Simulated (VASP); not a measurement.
# Al3Cu (P4/mmm) in VASP: a series of runs

Al3Cu is run at these levels: PBEsol; tasks: single point.

All numbers are computed with VASP 6.6.1; they aren't measurements. Logs are shortened: lines on timing, memory, paths and dates and some standing lists are left out, and cuts for length are marked.

### 1 The cell of the first run

It takes space group P4/mmm (No. 123, tetragonal). Conventional cell: a = 2.800 Å, b = 2.800 Å, c = 7.375 Å, α = 90.00°, β = 90.00°, γ = 90.00°. Within 3.7 Å of Al (site symmetry 4/mmm) lie 12 Al at 2.80 to 2.85 Å and 2 Cu at 3.69 Å. Al (site symmetry 4mm) has 4 Cu at 2.57 Å and 9 Al at 2.80 to 3.27 Å within 3.4 Å. Within 3.4 Å of Cu (site symmetry 4/mmm) lie 8 Al at 2.57 Å and 4 Cu at 2.80 Å.

### 2 Single point, PBEsol (uniaxial strain along c: -3.0 %, then relaxed in part)

The input, INCAR:

```
SYSTEM = Al3Cu
ALGO = Fast
EDIFF = 1E-7
ENCUT = 520
GGA = PS
ISIF = 2
ISMEAR = 0
LASPH = .TRUE.
LCHARG = .FALSE.
LREAL = .FALSE.
LWAVE = .FALSE.
NBANDS = 18
NELM = 60
PREC = Accurate
SIGMA = 0.1
```

The input, KPOINTS:

```
k-points
0
G
  18 18 8
  0 0 0
```

The input, POSCAR:

```
Al3Cu
1.0
    2.8000061318      0.0000000000      0.0000000000
    0.0000000000      2.8000061318      0.0000000000
    0.0000000000      0.0000000000      7.3748683978
Al Cu
3 1
Direct
    0.0000000000      0.0000000000      0.5000000000
    0.5000000000      0.5000000000      0.2216720122
    0.5000000000      0.5000000000      0.7783279878
    0.0000000000      0.0000000000      0.0000000000
```

Potentials or basis: VASP PAW PBE potentials, release 64 (Al, Cu).

Started as:

```sh
$ cat potpaw_PBE.64/Al/POTCAR potpaw_PBE.64/Cu/POTCAR > POTCAR
$ mpirun -np 1 vasp_std > vasp.out
```

OUTCAR:

```text
SYSTEM = Al3Cu
   EDIFF = 1E-7
   ENCUT = 520
   GGA = PS
   ISIF = 2
   ISMEAR = 0
   LASPH = .TRUE.
   LREAL = .FALSE.
   NELM = 60
   PREC = Accurate

 ion  position               nearest neighbor table
   1  0.000  0.000  0.500-   2 2.85   3 2.85   2 2.85   3 2.85   2 2.85   3 2.85   2 2.85   3 2.85

   2  0.500  0.500  0.222-   4 2.57   4 2.57   4 2.57   4 2.57   1 2.85   1 2.85   1 2.85   1 2.85
                             3 3.27
   3  0.500  0.500  0.778-   4 2.57   4 2.57   4 2.57   4 2.57   1 2.85   1 2.85   1 2.85   1 2.85
                             2 3.27
   4  0.000  0.000  0.000-   2 2.57   3 2.57   2 2.57   3 2.57   2 2.57   3 2.57   2 2.57   3 2.57

  LATTYP: Found a simple tetragonal cell.
 ALAT       =     2.8000061318
 C/A-ratio  =     2.6338758026

  Lattice vectors:

 A1 = (   2.8000061318,   0.0000000000,   0.0000000000)
 A2 = (   0.0000000000,   2.8000061318,   0.0000000000)
 A3 = (   0.0000000000,   0.0000000000,   7.3748683978)

Analysis of symmetry for initial positions (statically):
=====================================================================
 Subroutine PRICEL returns:
 Original cell was already a primitive cell.

 Routine SETGRP: Setting up the symmetry group for a
 simple tetragonal supercell.

 Subroutine GETGRP returns: Found 16 space group operations
 (whereof 16 operations were pure point group operations)
 out of a pool of 16 trial point group operations.

The static configuration has the point symmetry D_4h.

Analysis of symmetry for dynamics (positions and initial velocities):
=====================================================================
 Subroutine PRICEL returns:
 Original cell was already a primitive cell.

 Routine SETGRP: Setting up the symmetry group for a
 simple tetragonal supercell.

 Subroutine GETGRP returns: Found 16 space group operations
 (whereof 16 operations were pure point group operations)
 out of a pool of 16 trial point group operations.

The dynamic configuration has the point symmetry D_4h.

 Subroutine INISYM returns: Found 16 space group operations
 (whereof 16 operations are pure point group operations),
 and found     1 'primitive' translations

----------------------------------------------------------------------------------------

                                     Primitive cell

  volume of cell :      57.8192

  direct lattice vectors                    reciprocal lattice vectors
     2.800006132  0.000000000  0.000000000     0.357142075  0.000000000  0.000000000
     0.000000000  2.800006132  0.000000000     0.000000000  0.357142075  0.000000000
     0.000000000  0.000000000  7.374868398     0.000000000  0.000000000  0.135595640

  length of vectors
     2.800006132  2.800006132  7.374868398     0.357142075  0.357142075  0.135595640

  position of ions in fractional coordinates (direct lattice)
     0.000000000  0.000000000  0.500000000
     0.500000000  0.500000000  0.221672012
     0.500000000  0.500000000  0.778327988
     0.000000000  0.000000000  0.000000000

  ion indices of the primitive-cell ions
   primitive index   ion index
                 1           1
                 2           2
                 3           3
                 4           4

----------------------------------------------------------------------------------------

 KPOINTS: k-points

Automatic generation of k-mesh.
 Grid dimensions read from file:
 generate k-points for:   18   18    8

 Generating k-lattice:

  Cartesian coordinates                     Fractional coordinates (reciprocal lattice)
     0.019841226  0.000000000  0.000000000     0.055555556  0.000000000  0.000000000
     0.000000000  0.019841226  0.000000000     0.000000000  0.055555556  0.000000000
     0.000000000  0.000000000  0.016949455     0.000000000  0.000000000  0.125000000

  Length of vectors
     0.019841226  0.019841226  0.016949455

  Shift w.r.t. Gamma in fractional coordinates (k-lattice)
     0.000000000  0.000000000  0.000000000

 Subroutine IBZKPT returns following result:
 ===========================================

 Found    275 irreducible k-points:

 Following reciprocal coordinates:
            Coordinates               Weight
  0.000000  0.000000  0.000000      1.000000
  0.055556  0.000000  0.000000      4.000000
  0.111111  0.000000  0.000000      4.000000
  0.166667  0.000000  0.000000      4.000000
  0.222222  0.000000  0.000000      4.000000
  0.277778  0.000000  0.000000      4.000000
[... 16 lines left out ...]
  0.277778  0.111111  0.000000      8.000000
  0.333333  0.111111  0.000000      8.000000
 [... further k-points ...]
   k-points           NKPTS =    275   k-points in BZ     NKDIM =    275   number of bands    NBANDS=     18
   number of dos      NEDOS =    301   number of ions     NIONS =      4
   total plane-waves  NPLWV =  32256
   dimension x,y,z NGX =    24 NGY =   24 NGZ =   56
   dimension x,y,z NGXF=    48 NGYF=   48 NGZF=  112
   ions per type =               3   1
   NGX,Y,Z   is equivalent  to a cutoff of  14.25, 14.25, 12.62 a.u.
   NGXF,Y,Z  is equivalent  to a cutoff of  28.50, 28.50, 25.25 a.u.
 SYSTEM =  Al3Cu
   PREC   = accura    normal or accurate (medium, high low for compatibility)
   ISTART =      0    job   : 0-new  1-cont  2-samecut
   ICHARG =      2    charge: 1-file 2-atom 10-const
   ISPIN  =      1    spin polarized calculation?
   LNONCOLLINEAR =      F non collinear calculations
   LSORBIT =      F    spin-orbit coupling
   LASPH  =      T    aspherical Exc in radial PAW
   ENCUT  =  520.0 eV  38.22 Ry    6.18 a.u.   5.21  5.21 13.71*2*pi/ulx,y,z
   NELM   =     60;   NELMIN=  2; NELMDL= -5     # of ELM steps
   EDIFF  = 0.1E-06   stopping-criterion for ELM
   LREAL  =      F    real-space projection
   EDIFFG = 0.1E-05   stopping-criterion for IOM
   NSW    =      0    number of steps for IOM
   IBRION =     -1    ionic relax: 0-MD 1-quasi-New 2-CG
   NFREE  =      0    steps in history (QN), initial steepest desc. (CG)
   ISIF   =      2    stress and relaxation
   ISYM   =      2    0-nonsym 1-usesym 2-fastsym
   POTIM  = 0.5000    time-step for ionic-motion
   TEBEG  =    0.0;   TEEND  =   0.0 temperature during run
   PSTRESS=    0.0 pullay stress
   NELECT =      20.0000    total number of electrons
   NUPDOWN=      -1.0000    fix difference up-down
   EMIN   =  10.00;   EMAX   =-10.00  energy-range for DOS
   EFERMI =   0.00;   METHOD = LEGACY
   ISMEAR =     0;   SIGMA  =   0.10  broadening in eV -4-tet -1-fermi 0-gaus
   EFERMI_NEDOS =   21; number of points for ismear=-14 and -15
   IALGO  =     68    algorithm
   IMIX   =      4    mixing-type and parameters
     AMIX     =   0.40;   BMIX     =  1.00
     AMIX_MAG =   1.60;   BMIX_MAG =  1.00
  volume/ion in A,a.u.               =      14.45        97.55
  Fermi-wavevector in a.u.,A,eV,Ry     =   1.149196  2.171665 17.968552  1.320651
  Thomas-Fermi vector in A             =   2.285867
   LORBIT       =      0    0 simple, 1 ext, 2 COOP (PROOUT), +10 PAW based schemes
   GGA     = PS    functional components
   LHFCALC =     F    Hartree Fock is set to
   AEXX    =    0.0000 exact exchange contribution
   IVDW    =     0    specifies the selected vdW correction
   LEPSILON=     F    determine dielectric tensor
   LRPA    =     F    only Hartree local field effects (RPA)
 non-spin polarized calculation
 RMM-DIIS sequential band-by-band and
 Gauss-broadening in eV      SIGMA  =   0.10
  energy-cutoff  :      520.00
  volume of cell :       57.82
 maximum number of plane-waves:      1584
 NGX is ok and might be reduce to    24
   NGX = 11   NGY = 11   NGZ = 27

 number of electron      20.0000013 magnetization

 Free energy of the ion-electron system (eV)
  ---------------------------------------------------
  ext. energy  EPLUGINS =         0.00000000
  ---------------------------------------------------
  free energy    TOTEN  =       -16.95256757 eV

  energy without entropy =      -16.94600149  energy(sigma->0) =      -16.94928453

 E-fermi :   8.5632     XC(G=0): -11.0099

 val. band max:        8.5564732088   @ k =   0.4444   0.2222   0.2500
 cond. band min:       8.5654982900   @ k =   0.4444   0.2778   0.5000
 fundamental gap:      0.0090250812
 Fermi energy:         8.5631594924

 k-point     1 :       0.0000    0.0000    0.0000
  band No.  band energies     occupation
      1      -2.7396      2.00000
      2      -0.1643      2.00000
      3       0.0878      2.00000
      4       3.9740      2.00000
      5       4.1437      2.00000
      6       4.8399      2.00000
[... 10 lines left out ...]
     17      17.4498      0.00000
     18      17.4500      0.00000

 k-point     2 :       0.0556    0.0000    0.0000
  band No.  band energies     occupation
      1      -2.6806      2.00000
      2      -0.1116      2.00000
      3       0.1468      2.00000
      4       3.9846      2.00000
      5       4.1587      2.00000
      6       4.8070      2.00000
[... 10 lines left out ...]
     17      17.5147      0.00000
     18      17.8946      0.00000

 k-point     3 :       0.1111    0.0000    0.0000
  band No.  band energies     occupation
      1      -2.5041      2.00000
      2       0.0457      2.00000
      3       0.3230      2.00000
      4       4.0137      2.00000
      5       4.2020      2.00000
      6       4.7201      2.00000
[... 10 lines left out ...]
     17      17.7085      0.00000
     18      18.3298      0.00000

 k-point     4 :       0.1667    0.0000    0.0000
  band No.  band energies     occupation
      1      -2.2110      2.00000
      2       0.3051      2.00000
      3       0.6148      2.00000
      4       4.0540      2.00000
      5       4.2667      2.00000
      6       4.6036      2.00000
[... 375 lines left out ...]
      4       4.1626      2.00000
      5       4.3763      2.00000
      6       4.5034      2.00000
[... 10 lines left out ...]
     17      18.4382      0.00000
     18      19.5270      0.00000

 k-point    23 :       0.2778    0.1111    0.0000
  band No.  band energies     occupation
      1      -1.0524      2.00000
      2       1.3007      2.00000
      3       1.7505      2.00000
      4       4.1836      2.00000
      5       4.3895      2.00000
      6       4.4258      2.00000
[... 10 lines left out ...]
     17      17.1345      0.00000
     18      18.4613      0.00000

 k-point    24 :       0.3333    0.1111    0.0000
  band No.  band energies     occupation
      1      -0.4257      2.00000
      2       1.8020      2.00000
      3       2.3444      2.00000
      4       4.0817      2.00000
      5       4.2950      2.00000
      6       4.4579      2.00000
[... 10 lines left out ...]
     17      16.4957      0.00000
     18      17.7497      0.00000

 [... further k-points ...]

------------------------ aborting loop because EDIFF is reached ----------------------------------------

  FORCE on cell =-STRESS in cart. coord.  units (eV):
  Direction    XX          YY          ZZ          XY          YZ          ZX
  --------------------------------------------------------------------------------------
  -------------------------------------------------------------------------------------
  Total        0.0729444      0.0729444      1.8244293      0.0000000      0.0000000      0.0000000
  in kB        2.0212980      2.0212980     50.5551477      0.0000000      0.0000000      0.0000000
  external PRESSURE =      18.1992479 kB  Pullay stress =       0.0000000 kB

 VOLUME and BASIS-vectors are now :
 -----------------------------------------------------------------------------
  energy-cutoff  :      520.00
  volume of cell :       57.82
      direct lattice vectors                 reciprocal lattice vectors
     2.800006132  0.000000000  0.000000000     0.357142075  0.000000000  0.000000000
     0.000000000  2.800006132  0.000000000     0.000000000  0.357142075  0.000000000
     0.000000000  0.000000000  7.374868398     0.000000000  0.000000000  0.135595640

 POSITION                                       TOTAL-FORCE (eV/Angst)
 -----------------------------------------------------------------------------------
      0.00000      0.00000      3.68743         0.000000     -0.000000      0.000000
      1.40000      1.40000      1.63480         0.000000      0.000000      0.018028
      1.40000      1.40000      5.74007         0.000000      0.000000     -0.018028
      0.00000      0.00000      0.00000         0.000000     -0.000000      0.000000
 -----------------------------------------------------------------------------------
    total drift:                               -0.000000      0.000000     -0.000000

  FREE ENERGIE OF THE ION-ELECTRON SYSTEM (eV)
  ---------------------------------------------------
  free  energy   TOTEN  =       -16.9525675735 eV

  energy  without entropy=      -16.9460014890  energy(sigma->0) =      -16.94928453
```

It took 12 min on 1 thread of Oxide Virtual Turin-like, shared host; peak memory 0.35 GiB.

Results:

* Free energy: -16.9526 eV
* Pressure: 1.8 GPa
* Largest force: 0.018 eV/Å
* Band gap on the k mesh: zero (bands 10 and 11 overlap by 6.85 eV)

Forces in eV/Å, atoms in the order of the input:
```
Al   0.000  0.000  0.000
Al   0.000  0.000  0.018
Al   0.000  0.000 -0.018
Cu   0.000  0.000  0.000
```

Levels at points of the mesh, in eV from the Fermi level:
| k point | band 8 | band 9 | band 10 | band 11 | band 12 | band 13 |
| --- | --- | --- | --- | --- | --- | --- |
| (0.00, 0.00, 0.00) | -3.35 | -1.36 | 1.04 | 6.16 | 6.26 | 6.26 |
| (0.50, 0.00, 0.00) | -3.66 | -3.62 | -2.31 | -1.96 | 3.02 | 4.22 |
| (0.50, 0.50, 0.00) | -0.65 | -0.57 | 0.07 | 0.07 | 0.52 | 0.52 |
| (0.00, 0.00, 0.50) | -3.42 | -3.35 | 4.88 | 6.16 | 6.32 | 6.88 |
| (0.50, 0.00, 0.50) | -3.62 | -2.69 | -0.92 | -0.78 | 0.18 | 1.05 |
| (0.50, 0.50, 0.50) | -1.75 | -1.75 | -0.72 | -0.70 | 0.45 | 1.48 |

Caveat: the cell differs from its parent crystal (uniaxial strain along c: -3.0 %, then relaxed in part); the PAW data sets were made with another functional, which shifts forces and pressure a little.

### 3 Single point, PBEsol (uniaxial strain along c: -3.0 %)

The input, INCAR:

```
SYSTEM = Al3Cu
ALGO = Fast
EDIFF = 1E-6
ENCUT = 520
GGA = PS
ISIF = 2
ISMEAR = 0
LASPH = .TRUE.
LCHARG = .TRUE.
LELF = .TRUE.
LREAL = .FALSE.
LVHAR = .TRUE.
LWAVE = .FALSE.
NBANDS = 18
NELM = 60
PREC = Accurate
SIGMA = 0.1
```

KPOINTS is that of step 2.

The input, POSCAR:

```
Al3Cu
1.0
    2.8005306328      0.0000000000      0.0000000000
    0.0000000000      2.8005306328      0.0000000000
    0.0000000000      0.0000000000      7.3748683978
Al Cu
3 1
Direct
    0.0000000000      0.0000000000      0.5000000000
    0.5000000000      0.5000000000      0.2216681284
    0.5000000000      0.5000000000      0.7783318716
    0.0000000000      0.0000000000      0.0000000000
```

Potentials or basis: VASP PAW PBE potentials, release 64 (Al, Cu).

Started as:

```sh
$ cat potpaw_PBE.64/Al/POTCAR potpaw_PBE.64/Cu/POTCAR > POTCAR
$ mpirun -np 1 vasp_std > vasp.out
```

It took 8.1 min on 1 thread of Oxide Virtual Turin-like, shared host; peak memory 0.34 GiB.

Results (log left out):

* Free energy: -16.9526 eV
* Pressure: 1.8 GPa
* Largest force: 0.017 eV/Å
* Band gap on the k mesh: zero (bands 10 and 11 overlap by 6.85 eV)

Forces in eV/Å, atoms in the order of the input:
```
Al   0.000  0.000  0.000
Al   0.000  0.000  0.017
Al   0.000  0.000 -0.017
Cu   0.000  0.000  0.000
```

Stress tensor (GPa, compression positive):
```
0.19 0.00 0.00
0.00 0.19 0.00
0.00 0.00 5.06
```

Levels at points of the mesh, in eV from the Fermi level:
| k point | band 7 | band 8 | band 9 | band 10 | band 11 | band 12 | band 13 | band 14 |
| --- | --- | --- | --- | --- | --- | --- | --- | --- |
| (0.00, 0.00, 0.00) | -3.72 | -3.35 | -1.35 | 1.04 | 6.16 | 6.26 | 6.26 | 7.82 |
| (0.50, 0.00, 0.00) | -3.82 | -3.66 | -3.62 | -2.31 | -1.96 | 3.03 | 4.22 | 4.42 |
| (0.50, 0.50, 0.00) | -2.72 | -0.65 | -0.57 | 0.07 | 0.07 | 0.52 | 0.52 | 0.63 |
| (0.00, 0.00, 0.50) | -3.72 | -3.41 | -3.35 | 4.88 | 6.16 | 6.33 | 6.88 | 6.88 |
| (0.50, 0.00, 0.50) | -3.82 | -3.62 | -2.69 | -0.92 | -0.78 | 0.18 | 1.05 | 9.12 |
| (0.50, 0.50, 0.50) | -2.00 | -1.75 | -1.75 | -0.72 | -0.70 | 0.45 | 1.48 | 3.32 |

Caveat: the cell differs from its parent crystal (uniaxial strain along c: -3.0 %); the PAW data sets were made with another functional, which shifts forces and pressure a little.

(Part 1 of 2 ends here.)
